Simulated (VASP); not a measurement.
Crystal: Zr.

```
CELL_PARAMETERS angstrom
-2.80671 2.80671 1.53111
2.80671 -2.80671 1.53111
2.80671 2.80671 -1.53111
ATOMIC_POSITIONS crystal
Zr 0.00000 0.00000 0.00000
Zr 0.75000 0.25000 0.50000
```

```yaml
Program: VASP 6.6.1
Task: relaxation of cell and atoms
Functional: r2SCAN
Potentials_or_basis: VASP PAW PBE potentials, release 64 (Zr_sv)
Cutoff: 600 eV
k_mesh: 20 × 20 × 20
Occupations: gaussian, width 0.1 eV
Spin: no spin polarisation
```

At the start: pressure -2.3 GPa; volume 24.12 Å³/atom.

Task: How do energy, volume and symmetry change on relaxing?

Result: Over 5 steps the energy falls by 8.1 meV/atom and the volume is 23.38 Å³/atom (-3.1 %); space group I4_1/amd (No. 141, to 0.1 Å) before and after.

Step by step:
```
step  energy change (eV)  largest force (eV/Å)  pressure (GPa)  volume (Å³)
   1              0.0000                0.0000           -2.27        48.25
   2             -0.0102                0.0000            1.65        45.90
   3             -0.0135                0.0000            0.29        46.65
   4             -0.0159                0.0000            0.13        46.72
   5             -0.0162                0.0000            0.05        46.75
```

Final structure:
```
CELL_PARAMETERS angstrom
-2.75240 2.75240 1.54291
2.75240 -2.75240 1.54291
2.75240 2.75240 -1.54291
ATOMIC_POSITIONS crystal
Zr 0.00000 0.00000 0.00000
Zr 0.75000 0.25000 0.50000
```

Caveat: the PAW data sets were made with another functional, which shifts forces and pressure a little.
